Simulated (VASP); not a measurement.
Runs of VASP 6.6.1 on Sc. The structure is that of space group P6_3/mmc (No. 194), or close to it. The cells are those of the table. 

```tsv
task	cell	smearing	k mesh for the DOS	occupations for the DOS	gap on the mesh (eV)	pressure (GPa)
single point	a = 2.476, b = 2.476, c = 4.245 Å, angles 90.0, 90.0, 120.0°, 2 atoms	fermi-dirac 0.05 eV	-	-	none	108.7
single point	a = 3.230, b = 3.230, c = 4.989 Å, angles 90.0, 90.0, 120.0°, 2 atoms	fermi-dirac 0.05 eV	-	-	none	(b)
single point	a = 2.973, b = 2.973, c = 4.592 Å, angles 90.0, 90.0, 120.0°, 2 atoms	fermi-dirac 0.05 eV	-	-	none	(a)
single point	a = 3.100, b = 3.100, c = 4.768 Å, angles 90.0, 90.0, 120.0°, 2 atoms	fermi-dirac 0.05 eV	-	-	none	9.8
single point	a = 2.647, b = 2.647, c = 4.309 Å, angles 90.0, 90.0, 120.0°, 2 atoms	tetrahedron	-	-	none	72.2
single point	a = 2.828, b = 2.828, c = 4.425 Å, angles 90.0, 90.0, 120.0°, 2 atoms	fermi-dirac 0.05 eV	-	-	none	41.7
```

Alike in all rows: level LDA; potentials or basis VASP PAW LDA potentials, release 64 (Sc_sv); no spin polarisation; k mesh 15 × 15 × 8; cutoff (eV) 520.

Question: Fill in the values left out.

Answer: (a) 22.3; (b) 0.1.

A gap of «none» marks levels without a gap at the run's occupations.
